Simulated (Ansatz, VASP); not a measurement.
Ca in VASP and in Ansatz

The input INCAR:

```
SYSTEM = Ca
PREC = Accurate ; ENCUT = 520
EDIFF = 1E-6 ; ISMEAR = -1
SIGMA = 0.1 ; LREAL = .False.
LASPH = .True. ; NELM = 100
ALGO = Normal ; ISIF = 2
LWAVE = .False. ; LCHARG = .False.
GGA = PS ; NBANDS = 17
```

Contents of KPOINTS:

```
regular mesh
0
Gamma
  8 8 8
  0 0 0
```

POSCAR

```
Ca
1.0
    0.0000000000      4.1480213835      4.1480213835
    4.1480213835      0.0000000000      4.1480213835
    4.1480213835      4.1480213835      0.0000000000
Ca
2
Direct
    0.1250000000      0.1250000000      0.1250000000
    0.8750000000      0.8750000000      0.8750000000
```

Input for Ansatz:

```yaml
crystal:
  lattice:
    - [0.0, 4.1480213835, 4.1480213835]
    - [4.1480213835, 0.0, 4.1480213835]
    - [4.1480213835, 4.1480213835, 0.0]
  atoms:
    - { symbol: Ca, position: [0.125, 0.125, 0.125] }
    - { symbol: Ca, position: [0.875, 0.875, 0.875] }
hamiltonian:
  xc: pbesol
  pseudopotentials:
    kind: paw
    azcp:
      Ca: "pseudopotentials/Ca.paw.azcp"
basis:
  ecutwfc: 420
  fft_grid_basis: typed
kpoints:
  mp_grid: { grid: [8, 8, 8], shift: [0, 0, 0] }
magnetization:
  spin_polarized: false
scf:
  occupations: { method: fermi_dirac, width: 0.1 }
  lower_state_search: "off"
output:
  stress: true
```

Alike in both runs: task single point; functional PBEsol; k mesh 8 × 8 × 8; occupations fermi-dirac, width 0.1 eV; no spin polarisation.

|  | VASP | Ansatz |
| --- | --- | --- |
| version | VASP 6.6.1 | Ansatz 0.2.0 |
| potentials or method | VASP PAW PBE potentials, release 64 (Ca_sv), cutoff 520 eV | plane waves (420 eV) with PAW, scalar-relativistic |
| valence electrons in the cell | 20 | 20 |

|  | VASP | Ansatz | Ansatz less VASP |
| --- | --- | --- | --- |
| pressure (GPa) | 0.2 | 0.2 | +0.01 |

VASP's potentials were made for PBE, not for PBEsol, and Ansatz warns of the same on its side. The functional is the same, so the differences come from potentials, cutoffs and numerics.
